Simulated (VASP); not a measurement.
# ZrB2 (P6/mmm) in VASP: notebook

The runs below take ZrB2 through single point, relaxation of cell and atoms, with LDA.

All numbers are computed with VASP 6.6.1; they aren't measurements. Logs are shortened: lines on timing, memory, paths and dates and some standing lists are left out, and cuts for length are marked.

## 1. The cell of the first run

It takes space group P6/mmm (No. 191, hexagonal). Conventional cell: a = 3.133 Å, b = 3.133 Å, c = 3.489 Å, α = 90.00°, β = 90.00°, γ = 120.00°. Within 3.3 Å of Zr (site symmetry 6/mmm) lie 12 B at 2.51 Å and 6 Zr at 3.13 Å. B (site symmetry -6m2) has 3 B at 1.81 Å within 2.4 Å.

## 2. Single point, LDA

The input, INCAR:

```
PREC     = Accurate       # precision mode
ENCUT    = 520            # plane-wave cutoff, eV
EDIFF    = 1E-7           # SCF threshold, eV
ISMEAR   = 0              # smearing method
SIGMA    = 0.1            # smearing width, eV
LREAL    = False          # projectors in reciprocal space
LASPH    = True           # aspherical terms in the spheres
NELM     = 60             # most SCF steps
ALGO     = Normal         # electronic algorithm
ISIF     = 2              # what is computed and relaxed
LWAVE    = False          # write WAVECAR
LCHARG   = False          # write CHGCAR
NBANDS   = 16             # bands
```

The input, KPOINTS:

```
Automatic mesh
0
Gamma
  18 18 12
```

The input, POSCAR:

```
ZrB2
1.0
    3.1329114885      0.0000000000      0.0000000000
   -1.5664557442      2.7131809368      0.0000000000
    0.0000000000      0.0000000000      3.4890988792
Zr B
1 2
Direct
    0.0000000000      0.0000000000      0.0000000000
    0.3333333333      0.6666666667      0.5000000000
    0.6666666667      0.3333333333      0.5000000000
```

Potentials or basis: VASP PAW LDA potentials, release 64 (Zr_sv, B).

Launch:

```console
$ cat potpaw_LDA.64/Zr_sv/POTCAR potpaw_LDA.64/B/POTCAR > POTCAR
$ mpirun -np 1 vasp_std > vasp.out
```

OUTCAR:

```text
PREC = Accurate
   ENCUT = 520
   EDIFF = 1E-7
   ISMEAR = 0
   LREAL = False
   LASPH = True
   NELM = 60
   ISIF = 2

 ion  position               nearest neighbor table
   1  0.000  0.000  0.000-   2 2.51   3 2.51   2 2.51   3 2.51   2 2.51   2 2.51   3 2.51   3 2.51
                             3 2.51   3 2.51   2 2.51   2 2.51
   2  0.333  0.667  0.500-   3 1.81   3 1.81   3 1.81   1 2.51   1 2.51   1 2.51   1 2.51   1 2.51
                             1 2.51
   3  0.667  0.333  0.500-   2 1.81   2 1.81   2 1.81   1 2.51   1 2.51   1 2.51   1 2.51   1 2.51
                             1 2.51

  LATTYP: Found a hexagonal cell.
 ALAT       =     3.1329114885
 C/A-ratio  =     1.1136921333

  Lattice vectors:

 A1 = (   3.1329114885,   0.0000000000,   0.0000000000)
 A2 = (  -1.5664557442,   2.7131809368,   0.0000000000)
 A3 = (   0.0000000000,   0.0000000000,   3.4890988792)

Analysis of symmetry for initial positions (statically):
=====================================================================
 Subroutine PRICEL returns:
 Original cell was already a primitive cell.

 Routine SETGRP: Setting up the symmetry group for a
 hexagonal supercell.

 Subroutine GETGRP returns: Found 24 space group operations
 (whereof 24 operations were pure point group operations)
 out of a pool of 24 trial point group operations.

The static configuration has the point symmetry D_6h.

Analysis of symmetry for dynamics (positions and initial velocities):
=====================================================================
 Subroutine PRICEL returns:
 Original cell was already a primitive cell.

 Routine SETGRP: Setting up the symmetry group for a
 hexagonal supercell.

 Subroutine GETGRP returns: Found 24 space group operations
 (whereof 24 operations were pure point group operations)
 out of a pool of 24 trial point group operations.

The dynamic configuration has the point symmetry D_6h.

 Subroutine INISYM returns: Found 24 space group operations
 (whereof 24 operations are pure point group operations),
 and found     1 'primitive' translations

----------------------------------------------------------------------------------------

                                     Primitive cell

  volume of cell :      29.6579

  direct lattice vectors                    reciprocal lattice vectors
     3.132911489  0.000000000  0.000000000     0.319191909  0.184285535  0.000000000
    -1.566455744  2.713180937  0.000000000     0.000000000  0.368571070  0.000000000
     0.000000000  0.000000000  3.489098879     0.000000000  0.000000000  0.286606953

  length of vectors
     3.132911489  3.132911488  3.489098879     0.368571070  0.368571070  0.286606953

  position of ions in fractional coordinates (direct lattice)
     0.000000000  0.000000000  0.000000000
     0.333333333  0.666666667  0.500000000
     0.666666667  0.333333333  0.500000000

  ion indices of the primitive-cell ions
   primitive index   ion index
                 1           1
                 2           2
                 3           3

----------------------------------------------------------------------------------------

 KPOINTS: Automatic mesh

Automatic generation of k-mesh.
 Grid dimensions read from file:
 generate k-points for:   18   18   12

 Generating k-lattice:

  Cartesian coordinates                     Fractional coordinates (reciprocal lattice)
     0.017732884  0.010238085  0.000000000     0.055555556  0.000000000  0.000000000
     0.000000000  0.020476171  0.000000000     0.000000000  0.055555556  0.000000000
     0.000000000  0.000000000  0.023883913     0.000000000  0.000000000  0.083333333

  Length of vectors
     0.020476171  0.020476171  0.023883913

  Shift w.r.t. Gamma in fractional coordinates (k-lattice)
     0.000000000  0.000000000  0.000000000

 Subroutine IBZKPT returns following result:
 ===========================================

 Found    259 irreducible k-points:

 Following reciprocal coordinates:
            Coordinates               Weight
  0.000000  0.000000  0.000000      1.000000
  0.055556  0.000000  0.000000      6.000000
  0.111111  0.000000  0.000000      6.000000
  0.166667  0.000000  0.000000      6.000000
  0.222222 -0.000000  0.000000      6.000000
  0.277778  0.000000  0.000000      6.000000
[... 16 lines left out ...]
  0.333333  0.111111  0.000000     12.000000
  0.388889  0.111111  0.000000     12.000000
 [... further k-points ...]
   k-points           NKPTS =    259   k-points in BZ     NKDIM =    259   number of bands    NBANDS=     16
   number of dos      NEDOS =    301   number of ions     NIONS =      3
   total plane-waves  NPLWV =  16128
   dimension x,y,z NGX =    24 NGY =   24 NGZ =   28
   dimension x,y,z NGXF=    48 NGYF=   48 NGZF=   56
   ions per type =               1   2
   NGX,Y,Z   is equivalent  to a cutoff of  12.74, 12.74, 13.34 a.u.
   NGXF,Y,Z  is equivalent  to a cutoff of  25.47, 25.47, 26.68 a.u.
 SYSTEM =  unknown system
   PREC   = accura    normal or accurate (medium, high low for compatibility)
   ISTART =      0    job   : 0-new  1-cont  2-samecut
   ICHARG =      2    charge: 1-file 2-atom 10-const
   ISPIN  =      1    spin polarized calculation?
   LNONCOLLINEAR =      F non collinear calculations
   LSORBIT =      F    spin-orbit coupling
   LASPH  =      T    aspherical Exc in radial PAW
   ENCUT  =  520.0 eV  38.22 Ry    6.18 a.u.   5.83  5.83  6.49*2*pi/ulx,y,z
   NELM   =     60;   NELMIN=  2; NELMDL= -5     # of ELM steps
   EDIFF  = 0.1E-06   stopping-criterion for ELM
   LREAL  =      F    real-space projection
   EDIFFG = 0.1E-05   stopping-criterion for IOM
   NSW    =      0    number of steps for IOM
   IBRION =     -1    ionic relax: 0-MD 1-quasi-New 2-CG
   NFREE  =      0    steps in history (QN), initial steepest desc. (CG)
   ISIF   =      2    stress and relaxation
   ISYM   =      2    0-nonsym 1-usesym 2-fastsym
   POTIM  = 0.5000    time-step for ionic-motion
   TEBEG  =    0.0;   TEEND  =   0.0 temperature during run
   PSTRESS=    0.0 pullay stress
   NELECT =      18.0000    total number of electrons
   NUPDOWN=      -1.0000    fix difference up-down
   EMIN   =  10.00;   EMAX   =-10.00  energy-range for DOS
   EFERMI =   0.00;   METHOD = LEGACY
   ISMEAR =     0;   SIGMA  =   0.10  broadening in eV -4-tet -1-fermi 0-gaus
   EFERMI_NEDOS =   21; number of points for ismear=-14 and -15
   IALGO  =     38    algorithm
   IMIX   =      4    mixing-type and parameters
     AMIX     =   0.40;   BMIX     =  1.00
     AMIX_MAG =   1.60;   BMIX_MAG =  1.00
  volume/ion in A,a.u.               =       9.89        66.71
  Fermi-wavevector in a.u.,A,eV,Ry     =   1.386071  2.619295 26.139432  1.921194
  Thomas-Fermi vector in A             =   2.510422
   LORBIT       =      0    0 simple, 1 ext, 2 COOP (PROOUT), +10 PAW based schemes
   GGA     = CA    functional components
   LHFCALC =     F    Hartree Fock is set to
   AEXX    =    0.0000 exact exchange contribution
   IVDW    =     0    specifies the selected vdW correction
   LEPSILON=     F    determine dielectric tensor
   LRPA    =     F    only Hartree local field effects (RPA)
 non-spin polarized calculation
 Gauss-broadening in eV      SIGMA  =   0.10
  energy-cutoff  :      520.00
  volume of cell :       29.66
 maximum number of plane-waves:       816
 NGX is ok and might be reduce to    24
   NGX = 11   NGY = 11   NGZ = 13

 number of electron      18.0000000 magnetization

 Free energy of the ion-electron system (eV)
  ---------------------------------------------------
  ext. energy  EPLUGINS =         0.00000000
  ---------------------------------------------------
  free energy    TOTEN  =       -27.48287257 eV

  energy without entropy =      -27.48182563  energy(sigma->0) =      -27.48234910

 E-fermi :  10.9161     XC(G=0): -12.7547

 val. band max:       10.8321005961   @ k =   0.1111   0.0000   0.4167
 cond. band min:      10.9212345283   @ k =   0.2222   0.2222   0.0833
 fundamental gap:      0.0891339322
 Fermi energy:        10.9161192953

 k-point     1 :       0.0000    0.0000    0.0000
  band No.  band energies     occupation
      1     -37.3589      2.00000
      2     -15.7253      2.00000
      3     -15.1023      2.00000
      4     -15.1023      2.00000
      5      -1.8546      2.00000
      6       8.1675      2.00000
[... 8 lines left out ...]
     15      16.1628      0.00000
     16      16.1628      0.00000

 k-point     2 :       0.0556    0.0000    0.0000
  band No.  band energies     occupation
      1     -37.3548      2.00000
      2     -15.7194      2.00000
      3     -15.1375      2.00000
      4     -15.1099      2.00000
      5      -1.7902      2.00000
      6       7.9857      2.00000
[... 8 lines left out ...]
     15      16.5341      0.00000
     16      16.6634      0.00000

 k-point     3 :       0.1111    0.0000    0.0000
  band No.  band energies     occupation
      1     -37.3429      2.00000
      2     -15.7021      2.00000
      3     -15.2376      2.00000
      4     -15.1316      2.00000
      5      -1.6013      2.00000
      6       7.5021      2.00000
[... 8 lines left out ...]
     15      17.1316      0.00000
     16      17.5932      0.00000

 k-point     4 :       0.1667    0.0000    0.0000
  band No.  band energies     occupation
      1     -37.3246      2.00000
      2     -15.6755      2.00000
      3     -15.3877      2.00000
      4     -15.1646      2.00000
      5      -1.2983      2.00000
      6       6.8369      2.00000
[... 8 lines left out ...]
     15      17.8134      0.00000
     16      18.1496      0.00000
[... 324 lines left out ...]
 k-point    22 :       0.2778    0.1111    0.0000
  band No.  band energies     occupation
      1     -37.2491      2.00000
      2     -15.9157      2.00000
      3     -15.5653      2.00000
      4     -15.3529      2.00000
      5       0.3107      2.00000
      6       4.5766      2.00000
[... 8 lines left out ...]
     15      19.0719      0.00000
     16      20.9679      0.00000

 k-point    23 :       0.3333    0.1111    0.0000
  band No.  band energies     occupation
      1     -37.2316      2.00000
      2     -16.0322      2.00000
      3     -15.5396      2.00000
      4     -15.3945      2.00000
      5       0.9225      2.00000
      6       3.8402      2.00000
[... 8 lines left out ...]
     15      19.9984      0.00000
     16      20.6550      0.00000

 k-point    24 :       0.3889    0.1111    0.0000
  band No.  band energies     occupation
      1     -37.2201      2.00000
      2     -16.1072      2.00000
      3     -15.5227      2.00000
      4     -15.4215      2.00000
      5       1.5693      2.00000
      6       3.1154      2.00000
[... 8 lines left out ...]
     15      20.0326      0.00000
     16      20.7499      0.00000

 [... further k-points ...]

------------------------ aborting loop because EDIFF is reached ----------------------------------------

  FORCE on cell =-STRESS in cart. coord.  units (eV):
  Direction    XX          YY          ZZ          XY          YZ          ZX
  --------------------------------------------------------------------------------------
  -------------------------------------------------------------------------------------
  Total        0.0808142      0.0808142      0.0929666      0.0000000      0.0000000      0.0000000
  in kB        4.3657419      4.3657419      5.0222405      0.0000000      0.0000000      0.0000000
  external PRESSURE =       4.5845748 kB  Pullay stress =       0.0000000 kB

 VOLUME and BASIS-vectors are now :
 -----------------------------------------------------------------------------
  energy-cutoff  :      520.00
  volume of cell :       29.66
      direct lattice vectors                 reciprocal lattice vectors
     3.132911489  0.000000000  0.000000000     0.319191909  0.184285535  0.000000000
    -1.566455744  2.713180937  0.000000000     0.000000000  0.368571070  0.000000000
     0.000000000  0.000000000  3.489098879     0.000000000  0.000000000  0.286606953

 POSITION                                       TOTAL-FORCE (eV/Angst)
 -----------------------------------------------------------------------------------
      0.00000      0.00000      0.00000        -0.000000      0.000000      0.000000
     -0.00000      1.80879      1.74455         0.000000     -0.000000      0.000000
      1.56646      0.90439      1.74455        -0.000000      0.000000      0.000000
 -----------------------------------------------------------------------------------
    total drift:                               -0.000000      0.000000     -0.000000

  FREE ENERGIE OF THE ION-ELECTRON SYSTEM (eV)
  ---------------------------------------------------
  free  energy   TOTEN  =       -27.4828725735 eV

  energy  without entropy=      -27.4818256348  energy(sigma->0) =      -27.48234910
```

Run time: 47 s. Hardware: 1 thread of Intel Xeon Platinum 8488C (Sapphire Rapids), shared host; peak memory 0.22 GiB.

What came out:

```
Free energy            : -27.4829 eV
Pressure               : 0.5 GPa
Band gap on the k mesh : zero (bands 9 and 10 overlap by 1.30 eV)
```

## 3. Relaxation of cell and atoms, LDA

This run uses another cell than the first one, of 10.22 Å³/atom.

The input, INCAR:

```
SYSTEM = ZrB2
PREC     = Accurate       ! precision mode
ENCUT    = 600            ! plane-wave cutoff, eV
EDIFF    = 1E-7           ! SCF threshold, eV
ISMEAR   = 0              ! smearing method
SIGMA    = 0.1            ! smearing width, eV
LREAL    = .FALSE.        ! projectors in reciprocal space
LASPH    = .TRUE.         ! aspherical terms in the spheres
NELM     = 100            ! most SCF steps
ALGO     = Normal         ! electronic algorithm
ISIF     = 3              ! what is computed and relaxed
LWAVE    = .FALSE.        ! write WAVECAR
LCHARG   = .FALSE.        ! write CHGCAR
GGA      = CA             ! functional
IBRION   = 2              ! ionic algorithm
NSW      = 80             ! ionic steps
EDIFFG   = -0.005         ! ionic threshold
```

The input, KPOINTS:

```
regular mesh
0
G
  18 18 12
  0 0 0
```

The input, POSCAR:

```
ZrB2
1.0
    3.1670000000      0.0000000000      0.0000000000
   -1.5835000000      2.7427024538      0.0000000000
    0.0000000000      0.0000000000      3.5310000000
Zr B
1 2
Direct
    0.0000000000      0.0000000000      0.0000000000
    0.3333333333      0.6666666667      0.5000000000
    0.6666666667      0.3333333333      0.5000000000
```

Potentials or basis: VASP PAW LDA potentials, release 64 (Zr_sv, B).

Launch:

```console
$ cat potpaw_LDA.64/Zr_sv/POTCAR potpaw_LDA.64/B/POTCAR > POTCAR
$ mpirun -np 1 vasp_std > vasp.out
```

OUTCAR:

```text
SYSTEM = ZrB2
   PREC = Accurate
   ENCUT = 600
   EDIFF = 1E-7
   ISMEAR = 0
   LREAL = .FALSE.
   LASPH = .TRUE.
   NELM = 100
   ISIF = 3
   GGA = CA
   IBRION = 2
   NSW = 80
   EDIFFG = -0.005

 ion  position               nearest neighbor table
   1  0.000  0.000  0.000-   2 2.54   3 2.54   2 2.54   3 2.54   3 2.54   3 2.54   2 2.54   2 2.54
                             3 2.54   3 2.54   2 2.54   2 2.54
   2  0.333  0.667  0.500-   3 1.83   3 1.83   3 1.83   1 2.54   1 2.54   1 2.54   1 2.54   1 2.54
                             1 2.54
   3  0.667  0.333  0.500-   2 1.83   2 1.83   2 1.83   1 2.54   1 2.54   1 2.54   1 2.54   1 2.54
                             1 2.54

  LATTYP: Found a hexagonal cell.
 ALAT       =     3.1670000000
 C/A-ratio  =     1.1149352700

  Lattice vectors:

 A1 = (   3.1670000000,   0.0000000000,   0.0000000000)
 A2 = (  -1.5835000000,   2.7427024538,   0.0000000000)
 A3 = (   0.0000000000,   0.0000000000,   3.5310000000)

Analysis of symmetry for initial positions (statically):
=====================================================================
 Subroutine PRICEL returns:
 Original cell was already a primitive cell.

 Routine SETGRP: Setting up the symmetry group for a
 hexagonal supercell.

 Subroutine GETGRP returns: Found 24 space group operations
 (whereof 24 operations were pure point group operations)
 out of a pool of 24 trial point group operations.

[... 426 lines left out ...]

 Free energy of the ion-electron system (eV)
  ---------------------------------------------------
  ext. energy  EPLUGINS =         0.00000000
  ---------------------------------------------------
  free energy    TOTEN  =       -27.48492837 eV

  energy without entropy =      -27.48387868  energy(sigma->0) =      -27.48440352

 E-fermi :  10.8951     XC(G=0): -12.7464

 val. band max:       10.8119202384   @ k =   0.1111  -0.0000   0.4167
 cond. band min:      10.9007353626   @ k =   0.2222   0.2222   0.0833
 fundamental gap:      0.0888151242
 Fermi energy:        10.8951444765

 k-point     1 :       0.0000    0.0000    0.0000
  band No.  band energies     occupation
      1     -37.3861      2.00000
      2     -15.7517      2.00000
      3     -15.1312      2.00000
      4     -15.1312      2.00000
      5      -1.8675      2.00000
      6       8.1520      2.00000
      7       8.1520      2.00000
      8       8.1810      2.00000
      9       8.5769      2.00000
     10      14.3795      0.00000
     11      14.3795      0.00000
     12      15.1707      0.00000
     13      15.1707      0.00000
[... 354 lines left out ...]
  band No.  band energies     occupation
      1     -37.2482      2.00000
      2     -16.1306      2.00000
      3     -15.5503      2.00000
      4     -15.4486      2.00000
      5       1.5539      2.00000
      6       3.0975      2.00000
      7       6.5403      2.00000
      8       7.0376      2.00000
      9       9.3799      2.00000
     10      11.2616      0.00000
     11      14.3102      0.00000
     12      15.5485      0.00000
     13      16.1216      0.00000

 [... further k-points ...]

------------------------ aborting loop because EDIFF is reached ----------------------------------------

  FORCE on cell =-STRESS in cart. coord.  units (eV):
  Direction    XX          YY          ZZ          XY          YZ          ZX
  --------------------------------------------------------------------------------------
  -------------------------------------------------------------------------------------
  Total       -0.0006561     -0.0006561      0.0009125      0.0000000     -0.0000000     -0.0000000
  in kB       -0.0353830     -0.0353830      0.0492061      0.0000000     -0.0000000     -0.0000000
  external PRESSURE =      -0.0071866 kB  Pullay stress =       0.0000000 kB
[... 18 lines left out ...]
  FREE ENERGIE OF THE ION-ELECTRON SYSTEM (eV)
  ---------------------------------------------------
  free  energy   TOTEN  =       -27.4849283673 eV

  energy  without entropy=      -27.4838786768  energy(sigma->0) =      -27.48440352

 reached required accuracy - stopping structural energy minimisation
```

Run time: 4.7 min. Hardware: 1 thread of Intel Xeon Platinum 8488C (Sapphire Rapids), shared host; peak memory 0.26 GiB.

Results:

* Free energy: -27.4849 eV
* Relaxed volume: 9.90 Å³/atom
* Relaxed cell: a = 3.135 Å, b = 3.135 Å, c = 3.492 Å, α = 90.00°, β = 90.00°, γ = 120.00°
* Space group after relaxing (to 0.1 Å): P6/mmm (No. 191)
* Energy gained by relaxing: 8.0 meV/atom
* Ionic steps: 8
* Pressure after relaxing: 0.0 GPa
* Band gap on the k mesh: zero (bands 9 and 10 overlap by 1.30 eV)

Step by step:
```
step  energy change (eV)  largest force (eV/Å)  pressure (GPa)  volume (Å³)
   1              0.0000                0.0000           -7.80        30.67
   2              0.0183                0.0000           11.65        28.51
   3             -0.0239                0.0000           -0.09        29.72
   4             -0.0239                0.0000            0.08        29.70
   5             -0.0240                0.0000            0.09        29.70
   6             -0.0240                0.0000            0.09        29.70
   7             -0.0240                0.0000           -0.09        29.72
   8             -0.0240                0.0000            0.00        29.71
```

Final structure:
```
Zr B
1.0
     3.13451    0.00000    0.00000
    -1.56725    2.71456    0.00000
     0.00000    0.00000    3.49175
Zr B
1 2
Cartesian
  0.0000 0.0000 3.4918
  0.0000 1.8097 1.7459
  1.5673 0.9049 1.7459
```

The gap in the log of VASP goes by the Fermi energy; the results here count the filled bands.